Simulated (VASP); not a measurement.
# AlN (Fm-3m) in VASP: notebook, part 2 of 2

VASP 6.6.1. The steps go on from the part before.

### 3 Single point, PBEsol+D3(BJ)

The COD entry that gives the cell may itself be a prediction, so a difference from it is no test against experiment.

This run uses another cell than the first one, of 7.02 Å³/atom, 1.045 times its volume.

The input, INCAR:

```
SYSTEM = AlN
PREC     = Accurate       ! precision mode
ENCUT    = 520            ! plane-wave cutoff, eV
EDIFF    = 1E-6           ! SCF threshold, eV
ISMEAR   = 0              ! smearing method
SIGMA    = 0.01           ! smearing width, eV
LREAL    = .FALSE.        ! projectors in reciprocal space
LASPH    = .TRUE.         ! aspherical terms in the spheres
NELM     = 80             ! most SCF steps
ALGO     = Normal         ! electronic algorithm
ISIF     = 2              ! what is computed and relaxed
LWAVE    = .FALSE.        ! write WAVECAR
LCHARG   = .FALSE.        ! write CHGCAR
GGA      = PS             ! functional
IVDW     = 12             ! dispersion correction
NBANDS   = 11             ! bands
```

The input, KPOINTS:

```
regular mesh
0
G
  8 8 8
  0 0 0
```

The input, POSCAR:

```
AlN
1.0
    0.0000000000      1.9150273988      1.9150273988
    1.9150273988      0.0000000000      1.9150273988
    1.9150273988      1.9150273988      0.0000000000
Al N
1 1
Direct
    0.0000000000      0.0000000000      0.0000000000
    0.5000000000      0.5000000000      0.5000000000
```

Potentials or basis: VASP PAW PBE potentials, release 64 (Al, N).

Command:

```sh
$ cat potpaw_PBE.64/Al/POTCAR potpaw_PBE.64/N/POTCAR > POTCAR
$ mpirun -np 1 vasp_std > vasp.out
```

OUTCAR:

```text
SYSTEM = AlN
   PREC = Accurate
   ENCUT = 520
   EDIFF = 1E-6
   ISMEAR = 0
   LREAL = .FALSE.
   LASPH = .TRUE.
   NELM = 80
   ISIF = 2
   GGA = PS
   IVDW = 12
 IVDW          = 12

 ion  position               nearest neighbor table
   1  0.000  0.000  0.000-   2 1.92   2 1.92   2 1.92   2 1.92   2 1.92   2 1.92
   2  0.500  0.500  0.500-   1 1.92   1 1.92   1 1.92   1 1.92   1 1.92   1 1.92

  LATTYP: Found a face centered cubic cell.
 ALAT       =     3.8300547976

  Lattice vectors:

 A1 = (   0.0000000000,   1.9150273988,   1.9150273988)
 A2 = (   1.9150273988,   0.0000000000,   1.9150273988)
 A3 = (   1.9150273988,   1.9150273988,   0.0000000000)

Analysis of symmetry for initial positions (statically):
=====================================================================
 Subroutine PRICEL returns:
 Original cell was already a primitive cell.

 Routine SETGRP: Setting up the symmetry group for a
 face centered cubic supercell.

 Subroutine GETGRP returns: Found 48 space group operations
[... 9 lines left out ...]

 Routine SETGRP: Setting up the symmetry group for a
 face centered cubic supercell.

 Subroutine GETGRP returns: Found 48 space group operations
[... 11 lines left out ...]
                                     Primitive cell

  volume of cell :      14.0461

  direct lattice vectors                    reciprocal lattice vectors
     0.000000000  1.915027399  1.915027399    -0.261092870  0.261092870  0.261092870
     1.915027399  0.000000000  1.915027399     0.261092870 -0.261092870  0.261092870
     1.915027399  1.915027399  0.000000000     0.261092870  0.261092870 -0.261092870

  length of vectors
     2.708257720  2.708257720  2.708257720     0.452226117  0.452226117  0.452226117

  position of ions in fractional coordinates (direct lattice)
     0.000000000  0.000000000  0.000000000
     0.500000000  0.500000000  0.500000000

  ion indices of the primitive-cell ions
   primitive index   ion index
                 1           1
                 2           2

----------------------------------------------------------------------------------------

 KPOINTS: regular mesh

[... 94 lines left out ...]
   AEXX    =    0.0000 exact exchange contribution
   IVDW    =    12    specifies the selected vdW correction
   LEPSILON=     F    determine dielectric tensor
   LRPA    =     F    only Hartree local field effects (RPA)
 non-spin polarized calculation
 Gauss-broadening in eV      SIGMA  =   0.01
  energy-cutoff  :      520.00
  volume of cell :       14.05
 maximum number of plane-waves:       391
   NGX =  9   NGY =  9   NGZ =  9

 number of electron       7.9999997 magnetization

 Free energy of the ion-electron system (eV)
  ---------------------------------------------------
  ext. energy  EPLUGINS =         0.00000000
  ---------------------------------------------------
  free energy    TOTEN  =       -15.04065097 eV

  energy without entropy =      -15.04065097  energy(sigma->0) =      -15.04065097

 E-fermi :  12.2991     XC(G=0): -13.2399

 val. band max:       12.1503483293   @ k =   0.0000   0.0000   0.0000
 cond. band min:      16.9418360736   @ k =   0.5000   0.5000   0.0000
 fundamental gap:      4.7914877443
 Fermi energy:        12.2991329970

 k-point     1 :       0.0000    0.0000    0.0000
  band No.  band energies     occupation
      1      -6.9787      2.00000
      2      12.1503      2.00000
      3      12.1503      2.00000
      4      12.1503      2.00000
      5      20.3582      0.00000
      6      24.6685      0.00000
      7      24.6685      0.00000
      8      24.6685      0.00000
      9      30.2137      0.00000
     10      31.0488      0.00000
     11      31.0488      0.00000
[... 309 lines left out ...]
 k-point    24 :      -0.3750    0.2500    0.1250
  band No.  band energies     occupation
      1      -2.3736      2.00000
      2       3.6334      2.00000
      3       7.7823      2.00000
      4       9.7450      2.00000
      5      21.6258      0.00000
      6      22.0284      0.00000
      7      26.0987      0.00000
      8      26.6069      0.00000
      9      32.0508      0.00000
     10      33.4538      0.00000
     11      36.6670      0.00000

 [... further k-points ...]

------------------------ aborting loop because EDIFF is reached ----------------------------------------

 Edisp (eV)   -0.67511

 E8    (eV) :    -0.4164

  FORCE on cell =-STRESS in cart. coord.  units (eV):
  Direction    XX          YY          ZZ          XY          YZ          ZX
  --------------------------------------------------------------------------------------
  -------------------------------------------------------------------------------------
  Total       4.54742     4.54742     4.54742    -0.00000    -0.00000     0.00000
  in kB     518.70547   518.70547   518.70547    -0.00000    -0.00000     0.00000
  external pressure =      518.71 kB  Pullay stress =        0.00 kB

 VOLUME and BASIS-vectors are now :
 -----------------------------------------------------------------------------
  energy-cutoff  :      520.00
  volume of cell :       14.05
      direct lattice vectors                 reciprocal lattice vectors
     0.000000000  1.915027399  1.915027399    -0.261092870  0.261092870  0.261092870
     1.915027399  0.000000000  1.915027399     0.261092870 -0.261092870  0.261092870
     1.915027399  1.915027399  0.000000000     0.261092870  0.261092870 -0.261092870

 POSITION                                       TOTAL-FORCE (eV/Angst)
 -----------------------------------------------------------------------------------
      0.00000      0.00000      0.00000        -0.000000      0.000000     -0.000000
      1.91503      1.91503      1.91503         0.000000     -0.000000      0.000000
 -----------------------------------------------------------------------------------
    total drift:                                0.000000      0.000000      0.000000

  FREE ENERGIE OF THE ION-ELECTRON SYSTEM (eV)
  ---------------------------------------------------
  free  energy   TOTEN  =       -15.7157600074 eV

  energy  without entropy=      -15.7157600074  energy(sigma->0) =      -15.71576001
```

OSZICAR:

```text
N       E                     dE             d eps       ncg     rms          rms(c)
DAV:   1     0.103647246409E+02    0.10365E+02   -0.42995E+03   654   0.644E+02
DAV:   2    -0.161671208203E+02   -0.26532E+02   -0.25691E+02   762   0.146E+02
DAV:   3    -0.168581917588E+02   -0.69107E+00   -0.68917E+00   764   0.211E+01
DAV:   4    -0.168608003298E+02   -0.26086E-02   -0.26084E-02   710   0.134E+00
DAV:   5    -0.168608181272E+02   -0.17797E-04   -0.17797E-04   772   0.107E-01    0.816E+00
DAV:   6    -0.151073540715E+02    0.17535E+01   -0.62748E+00   683   0.141E+01    0.322E+00
DAV:   7    -0.150536116840E+02    0.53742E-01   -0.27352E-01   732   0.351E+00    0.198E+00
DAV:   8    -0.150409358587E+02    0.12676E-01   -0.12297E-02   686   0.100E+00    0.426E-01
DAV:   9    -0.150406444234E+02    0.29144E-03   -0.11189E-03   731   0.216E-01    0.197E-01
DAV:  10    -0.150406550309E+02   -0.10608E-04   -0.65916E-05   719   0.574E-02    0.615E-02
DAV:  11    -0.150406510084E+02    0.40225E-05   -0.11964E-05   698   0.212E-02    0.723E-03
DAV:  12    -0.150406509749E+02    0.33503E-07   -0.32350E-07   373   0.512E-03
   1 F= -.15715760E+02 E0= -.15715760E+02  d E =-.239680-100
```

It took 2.1 s on 1 thread of Intel Xeon 6975P-C (Granite Rapids), shared host; peak memory 0.13 GiB.

What came out:

* Free energy: -15.7158 eV
* Pressure: 51.9 GPa
* Band gap on the k mesh: 4.79 eV, indirect (least direct gap 8.06 eV)
* Dispersion energy per atom: -0.338 eV

Caveat: the PAW data sets were made with another functional, which shifts forces and pressure a little. A hybrid or GW would open this gap; PBEsol tends to underestimate it.

### 4 Single point, PBEsol+D3(BJ)

This run uses another cell than the first one, of 7.33 Å³/atom, 1.091 times its volume.

The input, INCAR:

```
PREC     = Accurate       # precision mode
ENCUT    = 520            # plane-wave cutoff, eV
EDIFF    = 1E-6           # SCF threshold, eV
ISMEAR   = 0              # smearing method
SIGMA    = 0.01           # smearing width, eV
LREAL    = F              # projectors in reciprocal space
LASPH    = T              # aspherical terms in the spheres
NELM     = 80             # most SCF steps
ALGO     = Normal         # electronic algorithm
ISIF     = 2              # what is computed and relaxed
LWAVE    = F              # write WAVECAR
LCHARG   = F              # write CHGCAR
GGA      = PS             # functional
IVDW     = 12             # dispersion correction
NBANDS   = 11             # bands
```

The input, KPOINTS:

```
regular mesh
0
Gamma
  8 8 8
```

The input, POSCAR:

```
AlN
1.0
    0.0000000000      1.9423886297      1.9423886297
    1.9423886297      0.0000000000      1.9423886297
    1.9423886297      1.9423886297      0.0000000000
Al N
1 1
Direct
    0.0000000000      0.0000000000      0.0000000000
    0.5000000000      0.5000000000      0.5000000000
```

Command:

```sh
$ cat potpaw_PBE.64/Al/POTCAR potpaw_PBE.64/N/POTCAR > POTCAR
$ mpirun -np 1 vasp_std > vasp.out
```

Wall time 2.2 s (1 thread of Intel Xeon 6975P-C (Granite Rapids), shared host); peak memory 0.12 GiB.

It converged, with:

| Quantity | Value |
| --- | --- |
| Free energy | -15.8779 eV |
| Pressure | 33.5 GPa |
| Band gap on the k mesh | 4.90 eV, indirect (least direct gap 7.50 eV) |
| Dispersion energy per atom | -0.323 eV |

Levels at points of the mesh, in eV from the valence-band top:
```
           k point  band 2  band 3  band 4  band 5  band 6  band 7
(0.00, 0.00, 0.00)    0.00    0.00    0.00    7.50   12.39   12.39
(0.50, 0.00, 0.00)   -9.18   -1.34   -1.34    6.82   11.90   11.90
(0.50, 0.50, 0.00)   -8.29   -3.15   -3.15    4.90    5.76   15.49
```

Caveat: the PAW data sets were made with another functional, which shifts forces and pressure a little.

### 5 Single point, PBEsol+D3(BJ)

This run uses another cell than the first one, of 7.63 Å³/atom, 1.136 times its volume.

The input, INCAR:

```
PREC = Accurate
ENCUT = 520
EDIFF = 1E-7
ISMEAR = 0
SIGMA = 0.01
LREAL = False
LASPH = True
NELM = 100
ALGO = Normal
ISIF = 2
LWAVE = False
LCHARG = False
GGA = PS
IVDW = 12
NBANDS = 11
```

The input, KPOINTS:

```
Automatic mesh
0
Gamma
  8 8 8
```

The input, POSCAR:

```
AlN
1.0
    0.0000000000      1.9690000000      1.9690000000
    1.9690000000      0.0000000000      1.9690000000
    1.9690000000      1.9690000000      0.0000000000
Al N
1 1
Direct
    0.0000000000      0.0000000000      0.0000000000
    0.5000000000      0.5000000000      0.5000000000
```

Potentials or basis: VASP PAW PBE potentials, release 64 (Al, N).

Command:

```sh
$ cat potpaw_PBE.64/Al/POTCAR potpaw_PBE.64/N/POTCAR > POTCAR
$ mpirun -np 1 vasp_std > vasp.out
```

OUTCAR:

```text
PREC = Accurate
   ENCUT = 520
   EDIFF = 1E-7
   ISMEAR = 0
   LREAL = False
   LASPH = True
   NELM = 100
   ISIF = 2
   GGA = PS
   IVDW = 12
 IVDW          = 12

 ion  position               nearest neighbor table
   1  0.000  0.000  0.000-   2 1.97   2 1.97   2 1.97   2 1.97   2 1.97   2 1.97
   2  0.500  0.500  0.500-   1 1.97   1 1.97   1 1.97   1 1.97   1 1.97   1 1.97

  LATTYP: Found a face centered cubic cell.
 ALAT       =     3.9380000000

  Lattice vectors:

 A1 = (   0.0000000000,   1.9690000000,   1.9690000000)
 A2 = (   1.9690000000,   0.0000000000,   1.9690000000)
 A3 = (   1.9690000000,   1.9690000000,   0.0000000000)

Analysis of symmetry for initial positions (statically):
=====================================================================
 Subroutine PRICEL returns:
 Original cell was already a primitive cell.

 Routine SETGRP: Setting up the symmetry group for a
 face centered cubic supercell.

 Subroutine GETGRP returns: Found 48 space group operations
[... 9 lines left out ...]

 Routine SETGRP: Setting up the symmetry group for a
 face centered cubic supercell.

 Subroutine GETGRP returns: Found 48 space group operations
[... 11 lines left out ...]
                                     Primitive cell

  volume of cell :      15.2675

[... 149 lines left out ...]
      4      10.9497      2.00000
      5      17.8047      0.00000
      6      23.2204      0.00000
      7      23.2204      0.00000
      8      23.2204      0.00000
      9      28.5206      0.00000
     10      29.2216      0.00000
     11      29.2216      0.00000
[... 309 lines left out ...]
 k-point    24 :      -0.3750    0.2500    0.1250
  band No.  band energies     occupation
      1      -3.1591      2.00000
      2       2.9818      2.00000
      3       6.9159      2.00000
      4       8.7595      2.00000
      5      19.8380      0.00000
      6      20.1127      0.00000
      7      23.9891      0.00000
      8      24.4853      0.00000
      9      29.8594      0.00000
     10      31.0063      0.00000
     11      34.3051      0.00000

 [... further k-points ...]

------------------------ aborting loop because EDIFF is reached ----------------------------------------

 Edisp (eV)   -0.62092

 E8    (eV) :    -0.3830

  FORCE on cell =-STRESS in cart. coord.  units (eV):
  Direction    XX          YY          ZZ          XY          YZ          ZX
  --------------------------------------------------------------------------------------
  -------------------------------------------------------------------------------------
  Total       1.73903     1.73903     1.73903    -0.00000     0.00000    -0.00000
  in kB     182.49448   182.49448   182.49448    -0.00000     0.00000    -0.00000
  external pressure =      182.49 kB  Pullay stress =        0.00 kB

 VOLUME and BASIS-vectors are now :
 -----------------------------------------------------------------------------
  energy-cutoff  :      520.00
  volume of cell :       15.27
      direct lattice vectors                 reciprocal lattice vectors
     0.000000000  1.969000000  1.969000000    -0.253936008  0.253936008  0.253936008
     1.969000000  0.000000000  1.969000000     0.253936008 -0.253936008  0.253936008
     1.969000000  1.969000000  0.000000000     0.253936008  0.253936008 -0.253936008

 POSITION                                       TOTAL-FORCE (eV/Angst)
 -----------------------------------------------------------------------------------
      0.00000      0.00000      0.00000         0.000000      0.000000      0.000000
      1.96900      1.96900      1.96900        -0.000000     -0.000000     -0.000000
 -----------------------------------------------------------------------------------
    total drift:                               -0.000000     -0.000000      0.000000

  FREE ENERGIE OF THE ION-ELECTRON SYSTEM (eV)
  ---------------------------------------------------
  free  energy   TOTEN  =       -15.9760280244 eV

  energy  without entropy=      -15.9760280244  energy(sigma->0) =      -15.97602802
```

OSZICAR:

```text
N       E                     dE             d eps       ncg     rms          rms(c)
DAV:   1     0.105594582837E+02    0.10559E+02   -0.40886E+03   670   0.631E+02
DAV:   2    -0.163565588181E+02   -0.26916E+02   -0.25579E+02   790   0.140E+02
DAV:   3    -0.170546829152E+02   -0.69812E+00   -0.69633E+00   774   0.206E+01
DAV:   4    -0.170572765911E+02   -0.25937E-02   -0.25936E-02   698   0.137E+00
DAV:   5    -0.170572949201E+02   -0.18329E-04   -0.18329E-04   749   0.115E-01    0.767E+00
DAV:   6    -0.154053446541E+02    0.16520E+01   -0.64769E+00   689   0.138E+01    0.293E+00
DAV:   7    -0.153680178485E+02    0.37327E-01   -0.20490E-01   748   0.312E+00    0.185E+00
DAV:   8    -0.153553898707E+02    0.12628E-01   -0.12512E-02   680   0.101E+00    0.385E-01
DAV:   9    -0.153550939808E+02    0.29589E-03   -0.11927E-03   716   0.216E-01    0.177E-01
DAV:  10    -0.153551124694E+02   -0.18489E-04   -0.72352E-05   721   0.593E-02    0.509E-02
DAV:  11    -0.153551086662E+02    0.38032E-05   -0.10886E-05   731   0.198E-02    0.668E-03
DAV:  12    -0.153551085129E+02    0.15322E-06   -0.33365E-07   670   0.499E-03    0.624E-04
DAV:  13    -0.153551084739E+02    0.39039E-07   -0.12103E-08   379   0.663E-04
   1 F= -.15976028E+02 E0= -.15976028E+02  d E =-.875637E-13
```

Run time: 2.3 s. Hardware: 1 thread of Intel Xeon 6975P-C (Granite Rapids), shared host; peak memory 0.14 GiB.

What came out:

* Free energy: -15.9760 eV
* Pressure: 18.2 GPa
* Band gap on the k mesh: 4.99 eV, indirect (least direct gap 6.86 eV)
* Dispersion energy per atom: -0.310 eV

Levels at points of the mesh, in eV from the valence-band top:
| k point | band 1 | band 2 | band 3 | band 4 | band 5 | band 6 | band 7 | band 8 |
| --- | --- | --- | --- | --- | --- | --- | --- | --- |
| (0.00, 0.00, 0.00) | -18.30 | 0.00 | 0.00 | 0.00 | 6.86 | 12.27 | 12.27 | 12.27 |
| (0.50, 0.00, 0.00) | -14.67 | -8.89 | -1.25 | -1.25 | 6.55 | 11.55 | 11.55 | 14.43 |
| (0.50, 0.50, 0.00) | -13.55 | -8.00 | -3.03 | -3.03 | 4.99 | 5.34 | 14.96 | 18.44 |

Caveat: the PAW data sets were made with another functional, which shifts forces and pressure a little.

### 6 The runs side by side

```csv
cell,gap on the mesh (eV),pressure (GPa)
"a = 2.668 Å, angles 60.0°, 2 atoms",4.67,74.2
"a = 2.708 Å, angles 60.0°, 2 atoms",4.79,51.9
"a = 2.747 Å, angles 60.0°, 2 atoms",4.90,33.5
"a = 2.785 Å, angles 60.0°, 2 atoms",4.99,18.2
```

Alike in all rows: task single point; level PBEsol+D3(BJ); potentials or basis VASP PAW PBE potentials, release 64 (Al, N); no spin polarisation; k mesh 8 × 8 × 8; cutoff (eV) 520; smearing gaussian 0.01 eV.

Caveats: the PAW data sets were made with another functional, which shifts forces and pressure a little.

Absolute energies hang on the potentials; compare differences alone.
